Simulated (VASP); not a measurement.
# Si2Ni: single point with PBE+U

The system is Si2Ni.

```
CELL_PARAMETERS angstrom
0.00000 2.72380 2.72380
2.72380 0.00000 2.72380
2.72380 2.72380 0.00000
ATOMIC_POSITIONS crystal
Ni 0.00000 0.00000 0.00000
Si 0.75000 0.75000 0.75000
Si 0.25000 0.25000 0.25000
```

```
Program                : VASP 6.6.1
Task                   : single point
Functional             : PBE
Potentials or basis    : VASP PAW PBE potentials, release 64 (Ni, Si)
Cutoff                 : 520 eV
k mesh                 : 9 × 9 × 9
Occupations            : fermi-dirac, width 0.05 eV
Spin                   : collinear spin, ferromagnetic start
Starting moments       : [1.0, 0.0, 0.0] μB
Hubbard terms          : Ni d U = 8.0 eV
Dipole correction      : no
Further INCAR settings : ALGO = Normal; EDIFF = 1e-07; NBANDS = 20
```

```
Pressure                                              : -7.7 GPa
Band gap on the k mesh                                : zero (filled and empty bands overlap)
Net moment                                            : 0.00 μB per cell
Valence electrons inside the program's atomic spheres : Ni 10.11; Si 1.56
```

Levels at points of the mesh, in eV from the Fermi level:
Spin up:
```csv
k point,band 7,band 8,band 9,band 10,band 11,band 12
"(0.00, 0.00, 0.00)",-0.13,1.63,1.63,1.63,3.05,3.05
```
Spin down:
```tsv
k point	band 6	band 7	band 8	band 9	band 10	band 11	band 12	band 13
(0.00, 0.00, 0.00)	-4.43	-0.13	1.63	1.63	1.63	3.05	3.05	3.05
```

Eigenvalues of the final occupation matrices:
| site | spin | trace | eigenvalues |
| --- | --- | --- | --- |
| site 1 d | 1 | 4.48 | 0.88 0.88 0.88 0.93 0.93 |
| site 1 d | 2 | 4.48 | 0.88 0.88 0.88 0.93 0.93 |

Run time: 48 s on 1 thread of Intel(R) Xeon(R) 6975P-C (Granite Rapids) (shared host), peak memory 0.21 GiB.

Caveat: the U is typed as a test and isn't derived for this compound. The state reached can hang on the start; a lower one may exist.
